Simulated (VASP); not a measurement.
Write the native input for VASP 6.6.1 that does the following.

```yaml
Task: single point
Functional: PBE
Potentials_or_basis: VASP PAW PBE potentials, release 64 (Lu, Sc_sv, N)
Cutoff: 520 eV
k_mesh: 12 × 12 × 4
Occupations: gaussian, width 0.1 eV
Spin: no spin polarisation
Dipole_correction: no
Further_INCAR_settings: ALGO = Normal; EDIFF = 1e-06; NBANDS = 53
```

The structure of Lu2Sc3N lies in POSCAR:

```
Lu2Sc3N
1.0
    4.0101519817      0.0000000000      0.0000000000
   -2.0050759909      3.4728934892      0.0000000000
    0.0000000000      0.0000000000      9.5526603449
Lu Sc N
2 3 1
Direct
    0.6666666667      0.3333333333      0.2537517964
    0.6666666667      0.3333333333      0.7462482036
    0.0000000000      0.0000000000      0.5000000000
    0.3333333333      0.6666666667      0.0000000000
    0.3333333333      0.6666666667      0.5000000000
    0.0000000000      0.0000000000      0.0000000000
```

The cell was generated, and may not be a known phase.

The input as run:

INCAR

```
SYSTEM = Lu2Sc3N
  ALGO = Normal
  EDIFF = 1E-6
  ENCUT = 520
  GGA = PE
  ISIF = 2
  ISMEAR = 0
  LASPH = .TRUE.
  LCHARG = .FALSE.
  LREAL = .FALSE.
  LWAVE = .FALSE.
  NBANDS = 53
  NELM = 100
  PREC = Accurate
  SIGMA = 0.1
```

KPOINTS

```
k-points
0
G
  12 12 4
  0 0 0
```

Potentials or basis: VASP PAW PBE potentials, release 64 (Lu, Sc_sv, N).

The run is started by

```console
$ cat potpaw_PBE.64/Lu/POTCAR potpaw_PBE.64/Sc_sv/POTCAR potpaw_PBE.64/N/POTCAR > POTCAR
$ mpirun -np 1 vasp_std > vasp.out
```

It gave:

* Pressure: 0.3 GPa
* Largest force: 0.015 eV/Å
* Band gap on the k mesh: zero (bands 44 and 45 overlap by 0.41 eV)

Caveat: spin-orbit coupling is left out, which moves the levels of the heavy elements.

Run time: 3.9 min on 1 thread of AMD EPYC 9R45 96-Core Processor (Zen 5) (shared host), peak memory 0.46 GiB.
